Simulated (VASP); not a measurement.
# Ge (P6_3/mmc) in VASP: notebook, part 2 of 2

VASP 6.6.1. The steps go on from the part before.

### 3 Relaxation of cell and atoms, LDA

This run uses another cell than the first one, of 22.68 Å³/atom, 1.023 times its volume.

INCAR reads:

```
SYSTEM = Ge
PREC = Accurate
ENCUT = 600
EDIFF = 1E-7
ISMEAR = 0
SIGMA = 0.03
LREAL = .FALSE.
LASPH = .TRUE.
NELM = 100
ALGO = Normal
ISIF = 3
LWAVE = .FALSE.
LCHARG = .FALSE.
GGA = CA
IBRION = 2
NSW = 80
EDIFFG = -0.002
```

KPOINTS reads:

```
Automatic mesh
0
G
  12 12 7
  0 0 0
```

POSCAR reads:

```
Ge
1.0
    3.9900000000      0.0000000000      0.0000000000
   -1.9950000000      3.4554413611      0.0000000000
    0.0000000000      0.0000000000      6.5800000000
Ge
4
Direct
    0.3333333333      0.6666666667      0.0625000000
    0.6666666667      0.3333333333      0.5625000000
    0.6666666667      0.3333333333      0.9375000000
    0.3333333333      0.6666666667      0.4375000000
```

Potentials or basis: VASP PAW LDA potentials, release 64 (Ge_d).

Started as:

```
$ cat potpaw_LDA.64/Ge_d/POTCAR > POTCAR
$ mpirun -np 1 vasp_std > vasp.out
```

OUTCAR:

```text
SYSTEM = Ge
   PREC = Accurate
   ENCUT = 600
   EDIFF = 1E-7
   ISMEAR = 0
   LREAL = .FALSE.
   LASPH = .TRUE.
   NELM = 100
   ISIF = 3
   GGA = CA
   IBRION = 2
   NSW = 80
   EDIFFG = -0.002

 ion  position               nearest neighbor table
   1  0.333  0.667  0.062-   3 2.45   3 2.45   3 2.45   4 2.47
   2  0.667  0.333  0.562-   4 2.45   4 2.45   4 2.45   3 2.47
   3  0.667  0.333  0.938-   1 2.45   1 2.45   1 2.45   2 2.47
   4  0.333  0.667  0.438-   2 2.45   2 2.45   2 2.45   1 2.47

  LATTYP: Found a hexagonal cell.
 ALAT       =     3.9900000000
 C/A-ratio  =     1.6491228070

  Lattice vectors:

 A1 = (   3.9900000000,   0.0000000000,   0.0000000000)
 A2 = (  -1.9950000000,   3.4554413611,   0.0000000000)
 A3 = (   0.0000000000,   0.0000000000,   6.5800000000)

Analysis of symmetry for initial positions (statically):
=====================================================================
 Subroutine PRICEL returns:
 Original cell was already a primitive cell.

 Routine SETGRP: Setting up the symmetry group for a
 hexagonal supercell.

 Subroutine GETGRP returns: Found 24 space group operations
 (whereof 12 operations were pure point group operations)
 out of a pool of 24 trial point group operations.

The static configuration has the point symmetry D_3d.
 The point group associated with its full space group is D_6h.

Analysis of symmetry for dynamics (positions and initial velocities):
=====================================================================
 Subroutine PRICEL returns:
 Original cell was already a primitive cell.

 Routine SETGRP: Setting up the symmetry group for a
 hexagonal supercell.

 Subroutine GETGRP returns: Found 24 space group operations
 (whereof 12 operations were pure point group operations)
 out of a pool of 24 trial point group operations.

The dynamic configuration has the point symmetry D_3d.
 The point group associated with its full space group is D_6h.

 Subroutine INISYM returns: Found 24 space group operations
 (whereof 12 operations are pure point group operations),
 and found     1 'primitive' translations

----------------------------------------------------------------------------------------

                                     Primitive cell

  volume of cell :      90.7198

  direct lattice vectors                    reciprocal lattice vectors
     3.990000000  0.000000000  0.000000000     0.250626566  0.144699316  0.000000000
    -1.995000000  3.455441361  0.000000000     0.000000000  0.289398631  0.000000000
     0.000000000  0.000000000  6.580000000     0.000000000  0.000000000  0.151975684

  length of vectors
     3.990000000  3.990000000  6.580000000     0.289398631  0.289398631  0.151975684

  position of ions in fractional coordinates (direct lattice)
     0.333333333  0.666666667  0.062500000
     0.666666667  0.333333333  0.562500000
     0.666666667  0.333333333  0.937500000
     0.333333333  0.666666667  0.437500000

  ion indices of the primitive-cell ions
   primitive index   ion index
                 1           1
                 2           2
[... 35 lines left out ...]
  0.333333 -0.000000  0.000000      6.000000
  0.416667 -0.000000  0.000000      6.000000
[... 16 lines left out ...]
  0.250000 -0.000000  0.142857     12.000000
  0.333333 -0.000000  0.142857     12.000000
 [... further k-points ...]
   k-points           NKPTS =     76   k-points in BZ     NKDIM =     76   number of bands    NBANDS=     33
   number of dos      NEDOS =    301   number of ions     NIONS =      4
   total plane-waves  NPLWV =  55296
   dimension x,y,z NGX =    32 NGY =   32 NGZ =   54
   dimension x,y,z NGXF=    64 NGYF=   64 NGZF=  108
   ions per type =               4
   NGX,Y,Z   is equivalent  to a cutoff of  13.33, 13.33, 13.64 a.u.
   NGXF,Y,Z  is equivalent  to a cutoff of  26.67, 26.67, 27.29 a.u.
 SYSTEM =  Ge
   PREC   = accura    normal or accurate (medium, high low for compatibility)
   ISTART =      0    job   : 0-new  1-cont  2-samecut
   ICHARG =      2    charge: 1-file 2-atom 10-const
   ISPIN  =      1    spin polarized calculation?
   LNONCOLLINEAR =      F non collinear calculations
   LSORBIT =      F    spin-orbit coupling
   LASPH  =      T    aspherical Exc in radial PAW
   ENCUT  =  600.0 eV  44.10 Ry    6.64 a.u.   7.97  7.97 13.14*2*pi/ulx,y,z
   NELM   =    100;   NELMIN=  2; NELMDL= -5     # of ELM steps
   EDIFF  = 0.1E-06   stopping-criterion for ELM
   LREAL  =      F    real-space projection
   EDIFFG = -.2E-02   stopping-criterion for IOM
   NSW    =     80    number of steps for IOM
   IBRION =      2    ionic relax: 0-MD 1-quasi-New 2-CG
   NFREE  =      1    steps in history (QN), initial steepest desc. (CG)
   ISIF   =      3    stress and relaxation
   ISYM   =      2    0-nonsym 1-usesym 2-fastsym
   POTIM  = 0.5000    time-step for ionic-motion
   TEBEG  =    0.0;   TEEND  =   0.0 temperature during run
   PSTRESS=    0.0 pullay stress
   NELECT =      56.0000    total number of electrons
   NUPDOWN=      -1.0000    fix difference up-down
   EMIN   =  10.00;   EMAX   =-10.00  energy-range for DOS
   EFERMI =   0.00;   METHOD = LEGACY
   ISMEAR =     0;   SIGMA  =   0.03  broadening in eV -4-tet -1-fermi 0-gaus
   EFERMI_NEDOS =   21; number of points for ismear=-14 and -15
   IALGO  =     38    algorithm
   IMIX   =      4    mixing-type and parameters
     AMIX     =   0.40;   BMIX     =  1.00
     AMIX_MAG =   1.60;   BMIX_MAG =  1.00
  volume/ion in A,a.u.               =      22.68       153.05
  Fermi-wavevector in a.u.,A,eV,Ry     =   1.393916  2.634120 26.436161  1.943003
  Thomas-Fermi vector in A             =   2.517516
   LORBIT       =      0    0 simple, 1 ext, 2 COOP (PROOUT), +10 PAW based schemes
   GGA     = CA    functional components
   LHFCALC =     F    Hartree Fock is set to
   AEXX    =    0.0000 exact exchange contribution
   IVDW    =     0    specifies the selected vdW correction
   LEPSILON=     F    determine dielectric tensor
   LRPA    =     F    only Hartree local field effects (RPA)
 conjugate gradient relaxation of ions
 non-spin polarized calculation
 Gauss-broadening in eV      SIGMA  =   0.03
  energy-cutoff  :      600.00
  volume of cell :       90.72
 maximum number of plane-waves:      3048
 NGX is ok and might be reduce to    32
   NGX = 15   NGY = 15   NGZ = 27

--------------------------------------- Ionic step        1  -------------------------------------------

 number of electron      55.9999986 magnetization

 Free energy of the ion-electron system (eV)
  ---------------------------------------------------
  ext. energy  EPLUGINS =         0.00000000
  ---------------------------------------------------
  free energy    TOTEN  =       -20.71032191 eV

  energy without entropy =      -20.71022844  energy(sigma->0) =      -20.71027518

------------------------ aborting loop because EDIFF is reached ----------------------------------------

  FORCE on cell =-STRESS in cart. coord.  units (eV):
  Direction    XX          YY          ZZ          XY          YZ          ZX
  --------------------------------------------------------------------------------------
  -------------------------------------------------------------------------------------
  Total       -0.7871390     -0.7871390     -0.8502051      0.0000000      0.0000000      0.0000000
  in kB      -13.9014370    -13.9014370    -15.0152299      0.0000000      0.0000000      0.0000000
  external PRESSURE =     -14.2727013 kB  Pullay stress =       0.0000000 kB
[... 291 lines left out ...]
--------------------------------------- Ionic step        9  -------------------------------------------

 number of electron      56.0000006 magnetization

 Free energy of the ion-electron system (eV)
  ---------------------------------------------------
  ext. energy  EPLUGINS =         0.00000000
  ---------------------------------------------------
  free energy    TOTEN  =       -20.71892138 eV

  energy without entropy =      -20.71885965  energy(sigma->0) =      -20.71889052

 E-fermi :   4.9634     XC(G=0): -10.3744

 val. band max:        4.9472648881   @ k =   0.0000   0.0000   0.1429
 cond. band min:       5.0430545388   @ k =   0.0000   0.0000   0.0000
 fundamental gap:      0.0957896507
 Fermi energy:         4.9634228340

 k-point     1 :       0.0000    0.0000    0.0000
  band No.  band energies     occupation
      1     -20.0983      2.00000
      2     -20.0983      2.00000
      3     -20.0578      2.00000
      4     -20.0573      2.00000
      5     -20.0573      2.00000
      6     -20.0438      2.00000
[... 853 lines left out ...]
     32       8.8698      0.00000
     33       9.4480      0.00000

 [... further k-points ...]

------------------------ aborting loop because EDIFF is reached ----------------------------------------

  FORCE on cell =-STRESS in cart. coord.  units (eV):
  Direction    XX          YY          ZZ          XY          YZ          ZX
  --------------------------------------------------------------------------------------
  -------------------------------------------------------------------------------------
  Total       -0.0006230     -0.0006230     -0.0007547      0.0000000     -0.0000000      0.0000000
  in kB       -0.0112343     -0.0112343     -0.0136101      0.0000000     -0.0000000      0.0000000
  external PRESSURE =      -0.0120262 kB  Pullay stress =       0.0000000 kB
[... 19 lines left out ...]
  FREE ENERGIE OF THE ION-ELECTRON SYSTEM (eV)
  ---------------------------------------------------
  free  energy   TOTEN  =       -20.7189213846 eV

  energy  without entropy=      -20.7188596498  energy(sigma->0) =      -20.71889052

 reached required accuracy - stopping structural energy minimisation
```

CONTCAR:

```text
Ge
   1.00000000000000
     3.9616490968874460    0.0000000000000000   -0.0000000000000000
    -1.9808245484437230    3.4308887587842949   -0.0000000000000000
     0.0000000000000000   -0.0000000000000000    6.5368023754029814
  Ge
     4
Direct
     0.3333333332999970    0.6666666667000030    0.0628631215921863
     0.6666666667000030    0.3333333332999970    0.5628631215921862
     0.6666666667000030    0.3333333332999970    0.9371368784078138
     0.3333333332999970    0.6666666667000030    0.4371368784078136

  0.00000000E+00  0.00000000E+00  0.00000000E+00
  0.00000000E+00  0.00000000E+00  0.00000000E+00
  0.00000000E+00  0.00000000E+00  0.00000000E+00
  0.00000000E+00  0.00000000E+00  0.00000000E+00
```

Run time: 16 min. Hardware: 1 thread of Intel Xeon Platinum 8124M at 3.00GHz (Skylake/Cascade Lake), shared host; peak memory 0.33 GiB.

What came out:

```yaml
Free_energy: -20.7189 eV
Relaxed_volume: 22.21 Å³/atom
Relaxed_cell: a = 3.962 Å, b = 3.962 Å, c = 6.537 Å, α = 90.00°, β = 90.00°, γ = 120.00°
Space_group_after_relaxing_to_0.05_Å: P6_3/mmc (No. 194)
Energy_gained_by_relaxing: 2.1 meV/atom
Ionic_steps: 9
Pressure_after_relaxing: 0.0 GPa
Band_gap_on_the_k_mesh: zero (band 28 reaches 5.04 eV, above the bottom of band 29 at 4.95 eV)
```

Step by step:
```csv
step,energy change (eV),largest force (eV/Å),pressure (GPa),volume (Å³)
1,0.0000,0.0436,-1.43,90.72
2,-0.0071,0.0025,0.59,88.09
3,-0.0086,0.0113,0.03,88.85
4,-0.0085,0.0125,-0.06,88.89
5,-0.0086,0.0071,-0.05,88.88
6,-0.0086,0.0028,-0.05,88.88
7,-0.0086,0.0043,-0.04,88.88
8,-0.0086,0.0027,0.00,88.81
9,-0.0086,0.0012,0.00,88.85
```

Final structure:
```cif
data_structure
_symmetry_space_group_name_H-M 'P 1'
_symmetry_Int_Tables_number 1
_cell_length_a 3.9616
_cell_length_b 3.9616
_cell_length_c 6.5368
_cell_angle_alpha 90.000
_cell_angle_beta 90.000
_cell_angle_gamma 120.000
_cell_volume 88.85
loop_
_atom_site_label
_atom_site_type_symbol
_atom_site_fract_x
_atom_site_fract_y
_atom_site_fract_z
_atom_site_occupancy
Ge1 Ge 0.33333 0.66667 0.06286 1
Ge2 Ge 0.66667 0.33333 0.56286 1
Ge3 Ge 0.66667 0.33333 0.93714 1
Ge4 Ge 0.33333 0.66667 0.43714 1
```

Levels at points of the mesh, in eV from the Fermi level:
```tsv
k point	band 24	band 25	band 26	band 27	band 28	band 29	band 30	band 31	band 32	band 33
(0.00, 0.00, 0.00)	-1.53	-1.53	-0.16	-0.12	0.08	0.12	0.12	2.24	2.24	2.75
(0.50, 0.00, 0.00)	-6.85	-4.73	-3.16	-2.93	-1.49	0.42	1.65	3.49	3.70	4.35
```
